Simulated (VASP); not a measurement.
## CdSe (Cadmoselite): relaxation of shape and atoms at fixed volume with PBE

The system is CdSe (Cadmoselite).

```
Cd Se
1.0
     4.05619    0.00000    0.00000
    -2.02809    3.51276    0.00000
     0.00000    0.00000    6.68295
Cd Se
2 2
Direct
  0.33333 0.66667 0.00616
  0.66667 0.33333 0.50616
  0.33333 0.66667 0.37884
  0.66667 0.33333 0.87884
```

This cell differs from its parent crystal: volume scaled by 0.800.

* Program: VASP 6.6.1
* Task: relaxation of shape and atoms at fixed volume
* Functional: PBE
* Potentials or basis: VASP PAW PBE potentials, release 64 (Cd, Se)
* Cutoff: 600 eV
* k mesh: 10 × 10 × 6
* Occupations: gaussian, width 0.05 eV
* Spin: no spin polarisation
* Dipole correction: no
* Further INCAR settings: ALGO = Normal; EDIFF = 1e-06; IBRION = 2; EDIFFG = -0.01; NSW = 60; ISIF = 4

| Property | Result |
| --- | --- |
| Energy gained by relaxing | 0.3 meV/atom |
| Ionic steps | 12 |
| Pressure after relaxing | 17.2 GPa |
| Largest force after relaxing | 0.003 eV/Å |
| Band gap on the k mesh | 0.95 eV, direct |

Forces on the atoms (eV/Å):
```
Cd   0.000  0.000  0.003
Cd   0.000  0.000  0.003
Se   0.000  0.000 -0.003
Se   0.000  0.000 -0.003
```

The path:
| step | energy change (eV) | largest force (eV/Å) | pressure (GPa) | volume (Å³) |
| --- | --- | --- | --- | --- |
| 1 | 0.0000 | 0.0136 | 17.32 | 95.22 |
| 2 | -0.0001 | 0.0191 | 17.31 | 95.22 |
| 3 | -0.0003 | 0.0352 | 17.30 | 95.22 |
| 4 | -0.0004 | 0.0662 | 17.28 | 95.22 |
| 5 | -0.0005 | 0.0542 | 17.29 | 95.22 |
| 6 | -0.0005 | 0.0531 | 17.29 | 95.22 |
| 7 | -0.0005 | 0.0509 | 17.29 | 95.22 |
| 8 | -0.0006 | 0.0462 | 17.28 | 95.22 |
| 9 | -0.0008 | 0.0364 | 17.27 | 95.22 |
| 10 | -0.0010 | 0.0165 | 17.25 | 95.22 |
| 11 | -0.0009 | 0.0269 | 17.19 | 95.22 |
| 12 | -0.0011 | 0.0030 | 17.23 | 95.22 |

Final structure:
```cif
data_structure
_symmetry_space_group_name_H-M 'P 1'
_symmetry_Int_Tables_number 1
_cell_length_a 4.0334
_cell_length_b 4.0334
_cell_length_c 6.7588
_cell_angle_alpha 90.000
_cell_angle_beta 90.000
_cell_angle_gamma 120.000
_cell_volume 95.22
loop_
_atom_site_label
_atom_site_type_symbol
_atom_site_fract_x
_atom_site_fract_y
_atom_site_fract_z
_atom_site_occupancy
Cd1 Cd 0.33333 0.66667 0.00861 1
Cd2 Cd 0.66667 0.33333 0.50861 1
Se1 Se 0.33333 0.66667 0.37639 1
Se2 Se 0.66667 0.33333 0.87639 1
```

Levels at points of the mesh, in eV from the valence-band top:
| k point | band 14 | band 15 | band 16 | band 17 | band 18 | band 19 | band 20 | band 21 | band 22 |
| --- | --- | --- | --- | --- | --- | --- | --- | --- | --- |
| (0.00, 0.00, 0.00) | -1.01 | -1.01 | -0.21 | 0.00 | 0.00 | 0.95 | 2.54 | 5.82 | 5.90 |
| (0.50, 0.00, 0.00) | -4.44 | -3.59 | -2.46 | -1.96 | -1.00 | 3.31 | 3.41 | 4.50 | 6.31 |
| (0.00, 0.00, 0.50) | -3.31 | -0.54 | -0.54 | -0.54 | -0.54 | 2.71 | 2.71 | 6.00 | 6.00 |
| (0.50, 0.00, 0.50) | -5.19 | -1.98 | -1.98 | -1.79 | -1.79 | 2.80 | 2.80 | 4.81 | 4.81 |

It took 13 min on 1 thread of Oxide Virtual Turin-like Processor, with other jobs on the host, peak memory 0.29 GiB.

Caveat: the cell differs from its parent crystal (volume scaled by 0.800).
